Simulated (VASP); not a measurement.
# Re3Pb (I4/mmm) in VASP: single point with PBE

Aim: the single point of Re3Pb with PBE.

Program: VASP 6.6.1. These are calculated values, not measurements. Logs are shortened: lines on timing, memory, paths and dates and some standing lists are left out, and cuts for length are marked.

### 1 The cell of the first run

The structure is tetragonal, space group I4/mmm (No. 139). Conventional cell: a = 3.955 Å, b = 3.955 Å, c = 8.552 Å, α = 90.00°, β = 90.00°, γ = 90.00°. Within 3.7 Å of Re (site symmetry 4/mmm) lie 4 Pb at 2.80 Å and 8 Re at 2.91 Å. Re (site symmetry -4m2) has 8 Re at 2.80 to 2.91 Å and 4 Pb at 2.91 Å within 3.7 Å. Within 3.7 Å of Pb (site symmetry 4/mmm) lie 12 Re at 2.80 to 2.91 Å.

### 2 Single point, PBE

Contents of INCAR:

```
SYSTEM = Re3Pb
PREC = Accurate
ENCUT = 520
EDIFF = 1E-6
ISMEAR = 0
SIGMA = 0.1
LREAL = .False.
LASPH = .True.
NELM = 60
ALGO = Fast
ISIF = 2
LWAVE = .False.
LCHARG = .True.
GGA = PE
LELF = .True.
LVHAR = .True.
NBANDS = 26
```

Contents of KPOINTS:

```
regular mesh
0
Gamma
  16 16 16
  0 0 0
```

Contents of POSCAR:

```
Re3Pb
1.0
   -1.9772575696      1.9772575696      4.2760625287
    1.9772575696     -1.9772575696      4.2760625287
    1.9772575696      1.9772575696     -4.2760625287
Re Pb
3 1
Direct
    0.5000000000      0.5000000000      0.0000000000
    0.2500000000      0.7500000000      0.5000000000
    0.7500000000      0.2500000000      0.5000000000
    0.0000000000      0.0000000000      0.0000000000
```

Potentials or basis: VASP PAW PBE potentials, release 64 (Re, Pb_d).

Command:

```bash
$ cat potpaw_PBE.64/Re/POTCAR potpaw_PBE.64/Pb_d/POTCAR > POTCAR
$ mpirun -np 1 vasp_std > vasp.out
```

OUTCAR:

```text
SYSTEM = Re3Pb
   PREC = Accurate
   ENCUT = 520
   EDIFF = 1E-6
   ISMEAR = 0
   LREAL = .False.
   LASPH = .True.
   NELM = 60
   ISIF = 2
   GGA = PE

 ion  position               nearest neighbor table
   1  0.500  0.500  0.000-   4 2.80   4 2.80   4 2.80   4 2.80   3 2.91   2 2.91   3 2.91   3 2.91
                             2 2.91   2 2.91   3 2.91   2 2.91
   2  0.250  0.750  0.500-   3 2.80   3 2.80   3 2.80   3 2.80   4 2.91   1 2.91   4 2.91   1 2.91
                             4 2.91   4 2.91   1 2.91   1 2.91
   3  0.750  0.250  0.500-   2 2.80   2 2.80   2 2.80   2 2.80   4 2.91   1 2.91   4 2.91   4 2.91
                             1 2.91   1 2.91   4 2.91   1 2.91
   4  0.000  0.000  0.000-   1 2.80   1 2.80   1 2.80   1 2.80   3 2.91   2 2.91   3 2.91   2 2.91
                             3 2.91   3 2.91   2 2.91   2 2.91

  LATTYP: Found a body centered tetragonal cell.
 ALAT       =     3.9545151392
 C/A-ratio  =     2.1626229149

  Lattice vectors:

 A1 = (  -1.9772575696,   1.9772575696,   4.2760625287)
 A2 = (   1.9772575696,  -1.9772575696,   4.2760625287)
 A3 = (   1.9772575696,   1.9772575696,  -4.2760625287)

Analysis of symmetry for initial positions (statically):
=====================================================================
 Subroutine PRICEL returns:
 Original cell was already a primitive cell.

 Routine SETGRP: Setting up the symmetry group for a
 body centered tetragonal supercell.

 Subroutine GETGRP returns: Found 16 space group operations
 (whereof 16 operations were pure point group operations)
 out of a pool of 16 trial point group operations.

The static configuration has the point symmetry D_4h.

Analysis of symmetry for dynamics (positions and initial velocities):
=====================================================================
 Subroutine PRICEL returns:
 Original cell was already a primitive cell.

 Routine SETGRP: Setting up the symmetry group for a
 body centered tetragonal supercell.

 Subroutine GETGRP returns: Found 16 space group operations
 (whereof 16 operations were pure point group operations)
 out of a pool of 16 trial point group operations.

The dynamic configuration has the point symmetry D_4h.

 Subroutine INISYM returns: Found 16 space group operations
 (whereof 16 operations are pure point group operations),
 and found     1 'primitive' translations

----------------------------------------------------------------------------------------

                                     Primitive cell

  volume of cell :      66.8699

  direct lattice vectors                    reciprocal lattice vectors
    -1.977257570  1.977257570  4.276062529     0.000000000  0.252875502  0.116930002
     1.977257570 -1.977257570  4.276062529     0.252875502  0.000000000  0.116930002
     1.977257570  1.977257570 -4.276062529     0.252875502  0.252875502  0.000000000

  length of vectors
     5.109188364  5.109188364  5.109188364     0.278601229  0.278601229  0.357619964

  position of ions in fractional coordinates (direct lattice)
     0.500000000  0.500000000  0.000000000
     0.250000000  0.750000000  0.500000000
     0.750000000  0.250000000  0.500000000
     0.000000000  0.000000000  0.000000000

  ion indices of the primitive-cell ions
   primitive index   ion index
                 1           1
                 2           2
                 3           3
                 4           4

----------------------------------------------------------------------------------------

 KPOINTS: regular mesh

Automatic generation of k-mesh.
 Grid dimensions read from file:
 generate k-points for:   16   16   16

 Generating k-lattice:

  Cartesian coordinates                     Fractional coordinates (reciprocal lattice)
     0.000000000  0.015804719  0.007308125     0.062500000  0.000000000  0.000000000
     0.015804719  0.000000000  0.007308125     0.000000000  0.062500000  0.000000000
     0.015804719  0.015804719  0.000000000     0.000000000  0.000000000  0.062500000

  Length of vectors
     0.017412577  0.017412577  0.022351248

  Shift w.r.t. Gamma in fractional coordinates (k-lattice)
     0.000000000  0.000000000  0.000000000

 Subroutine IBZKPT returns following result:
 ===========================================

 Found    349 irreducible k-points:

 Following reciprocal coordinates:
            Coordinates               Weight
  0.000000  0.000000  0.000000      1.000000
  0.062500  0.000000 -0.000000      8.000000
  0.125000  0.000000 -0.000000      8.000000
  0.187500  0.000000 -0.000000      8.000000
  0.250000  0.000000 -0.000000      8.000000
  0.312500  0.000000 -0.000000      8.000000
[... 16 lines left out ...]
 -0.125000  0.062500  0.000000     16.000000
 -0.062500  0.062500  0.000000      4.000000
 [... further k-points ...]
   k-points           NKPTS =    349   k-points in BZ     NKDIM =    349   number of bands    NBANDS=     26
   number of dos      NEDOS =    301   number of ions     NIONS =      4
   total plane-waves  NPLWV =  64000
   dimension x,y,z NGX =    40 NGY =   40 NGZ =   40
   dimension x,y,z NGXF=    80 NGYF=   80 NGZF=   80
   ions per type =               3   1
   NGX,Y,Z   is equivalent  to a cutoff of  13.02, 13.02, 13.02 a.u.
   NGXF,Y,Z  is equivalent  to a cutoff of  26.03, 26.03, 26.03 a.u.
 SYSTEM =  Re3Pb
   PREC   = accura    normal or accurate (medium, high low for compatibility)
   ISTART =      0    job   : 0-new  1-cont  2-samecut
   ICHARG =      2    charge: 1-file 2-atom 10-const
   ISPIN  =      1    spin polarized calculation?
   LNONCOLLINEAR =      F non collinear calculations
   LSORBIT =      F    spin-orbit coupling
   LASPH  =      T    aspherical Exc in radial PAW
   ENCUT  =  520.0 eV  38.22 Ry    6.18 a.u.   9.50  9.50  9.50*2*pi/ulx,y,z
   NELM   =     60;   NELMIN=  2; NELMDL= -5     # of ELM steps
   EDIFF  = 0.1E-05   stopping-criterion for ELM
   LREAL  =      F    real-space projection
   EDIFFG = 0.1E-04   stopping-criterion for IOM
   NSW    =      0    number of steps for IOM
   IBRION =     -1    ionic relax: 0-MD 1-quasi-New 2-CG
   NFREE  =      0    steps in history (QN), initial steepest desc. (CG)
   ISIF   =      2    stress and relaxation
   ISYM   =      2    0-nonsym 1-usesym 2-fastsym
   POTIM  = 0.5000    time-step for ionic-motion
   TEBEG  =    0.0;   TEEND  =   0.0 temperature during run
   PSTRESS=    0.0 pullay stress
   NELECT =      35.0000    total number of electrons
   NUPDOWN=      -1.0000    fix difference up-down
   EMIN   =  10.00;   EMAX   =-10.00  energy-range for DOS
   EFERMI =   0.00;   METHOD = LEGACY
   ISMEAR =     0;   SIGMA  =   0.10  broadening in eV -4-tet -1-fermi 0-gaus
   EFERMI_NEDOS =   21; number of points for ismear=-14 and -15
   IALGO  =     68    algorithm
   IMIX   =      4    mixing-type and parameters
     AMIX     =   0.40;   BMIX     =  1.00
     AMIX_MAG =   1.60;   BMIX_MAG =  1.00
  volume/ion in A,a.u.               =      16.72       112.82
  Fermi-wavevector in a.u.,A,eV,Ry     =   1.319332  2.493175 23.682793  1.740636
  Thomas-Fermi vector in A             =   2.449237
   LORBIT       =      0    0 simple, 1 ext, 2 COOP (PROOUT), +10 PAW based schemes
   GGA     = PE    functional components
   LHFCALC =     F    Hartree Fock is set to
   AEXX    =    0.0000 exact exchange contribution
   IVDW    =     0    specifies the selected vdW correction
   LEPSILON=     F    determine dielectric tensor
   LRPA    =     F    only Hartree local field effects (RPA)
 non-spin polarized calculation
 RMM-DIIS sequential band-by-band and
 Gauss-broadening in eV      SIGMA  =   0.10
  energy-cutoff  :      520.00
  volume of cell :       66.87
 maximum number of plane-waves:      1827
 NGX is ok and might be reduce to    40
   NGX = 19   NGY = 19   NGZ = 19

 number of electron      34.9999999 magnetization

 Free energy of the ion-electron system (eV)
  ---------------------------------------------------
  ext. energy  EPLUGINS =         0.00000000
  ---------------------------------------------------
  free energy    TOTEN  =       -36.82663648 eV

  energy without entropy =      -36.80028526  energy(sigma->0) =      -36.81346087

 E-fermi :   9.1528     XC(G=0): -13.1006

 val. band max:        9.1519072278   @ k =  -0.3125   0.5000   0.1875
 cond. band min:       9.1534168258   @ k =  -0.0625   0.2500   0.0625
 fundamental gap:      0.0015095980
 Fermi energy:         9.1527764726

 k-point     1 :       0.0000    0.0000    0.0000
  band No.  band energies     occupation
      1      -8.2641      2.00000
      2      -8.2438      2.00000
      3      -8.2267      2.00000
      4      -8.1770      2.00000
      5      -8.1770      2.00000
      6      -3.3702      2.00000
[... 18 lines left out ...]
     25      13.8105      0.00000
     26      16.4311      0.00000

 k-point     2 :       0.0625    0.0000   -0.0000
  band No.  band energies     occupation
      1      -8.2607      2.00000
      2      -8.2410      2.00000
      3      -8.2229      2.00000
      4      -8.1785      2.00000
      5      -8.1773      2.00000
      6      -3.3158      2.00000
[... 18 lines left out ...]
     25      14.0859      0.00000
     26      16.0581      0.00000

 k-point     3 :       0.1250    0.0000   -0.0000
  band No.  band energies     occupation
      1      -8.2513      2.00000
      2      -8.2344      2.00000
      3      -8.2109      2.00000
      4      -8.1826      2.00000
      5      -8.1782      2.00000
      6      -3.1549      2.00000
[... 18 lines left out ...]
     25      14.6366      0.00000
     26      15.3224      0.00000

 k-point     4 :       0.1875    0.0000   -0.0000
  band No.  band energies     occupation
      1      -8.2373      2.00000
      2      -8.2266      2.00000
      3      -8.1953      2.00000
      4      -8.1840      2.00000
      5      -8.1795      2.00000
      6      -2.8946      2.00000
[... 18 lines left out ...]
     25      14.7309      0.00000
     26      15.8176      0.00000
[... 496 lines left out ...]
      1      -8.2426      2.00000
      2      -8.2172      2.00000
      3      -8.1924      2.00000
      4      -8.1836      2.00000
      5      -8.1778      2.00000
      6      -2.8942      2.00000
[... 18 lines left out ...]
     25      14.4922      0.00000
     26      15.7792      0.00000

 k-point    23 :      -0.1250    0.0625    0.0000
  band No.  band energies     occupation
      1      -8.2528      2.00000
      2      -8.2276      2.00000
      3      -8.2065      2.00000
      4      -8.1838      2.00000
      5      -8.1767      2.00000
      6      -3.1371      2.00000
[... 18 lines left out ...]
     25      15.1841      0.00000
     26      15.9824      0.00000

 k-point    24 :      -0.0625    0.0625    0.0000
  band No.  band energies     occupation
      1      -8.2589      2.00000
      2      -8.2369      2.00000
      3      -8.2186      2.00000
      4      -8.1799      2.00000
      5      -8.1766      2.00000
      6      -3.2797      2.00000
[... 18 lines left out ...]
     25      14.5393      0.00000
     26      16.1616      0.00000

 [... further k-points ...]
[... 5 lines left out ...]
  --------------------------------------------------------------------------------------
  -------------------------------------------------------------------------------------
  Total       -0.0335332     -0.0335332     -0.0122683      0.0000000      0.0000000     -0.0000000
  in kB       -0.8034431     -0.8034431     -0.2939435      0.0000000      0.0000000     -0.0000000
  external PRESSURE =      -0.6336099 kB  Pullay stress =       0.0000000 kB

 VOLUME and BASIS-vectors are now :
 -----------------------------------------------------------------------------
  energy-cutoff  :      520.00
  volume of cell :       66.87
      direct lattice vectors                 reciprocal lattice vectors
    -1.977257570  1.977257570  4.276062529     0.000000000  0.252875502  0.116930002
     1.977257570 -1.977257570  4.276062529     0.252875502  0.000000000  0.116930002
     1.977257570  1.977257570 -4.276062529     0.252875502  0.252875502  0.000000000

 POSITION                                       TOTAL-FORCE (eV/Angst)
 -----------------------------------------------------------------------------------
      0.00000      0.00000      4.27606         0.000000      0.000000      0.000000
      1.97726     -0.00000      2.13803         0.000000     -0.000000     -0.000000
     -0.00000      1.97726      2.13803        -0.000000     -0.000000     -0.000000
      0.00000      0.00000      0.00000         0.000000      0.000000      0.000000
 -----------------------------------------------------------------------------------
    total drift:                               -0.000000     -0.000000      0.000000

  FREE ENERGIE OF THE ION-ELECTRON SYSTEM (eV)
  ---------------------------------------------------
  free  energy   TOTEN  =       -36.8266364763 eV

  energy  without entropy=      -36.8002852627  energy(sigma->0) =      -36.81346087
```

It took 31 min on 1 thread of Intel Xeon Platinum 8259CL at 2.50GHz (Skylake/Cascade Lake), shared host; peak memory 0.68 GiB.

Results:

```yaml
Free_energy: -36.8266 eV
Pressure: -0.1 GPa
Band_gap_on_the_k_mesh: zero (an odd number of electrons rules out a gap without spin polarisation)
```

Caveat: spin-orbit coupling is left out, which moves the levels of the heavy elements.
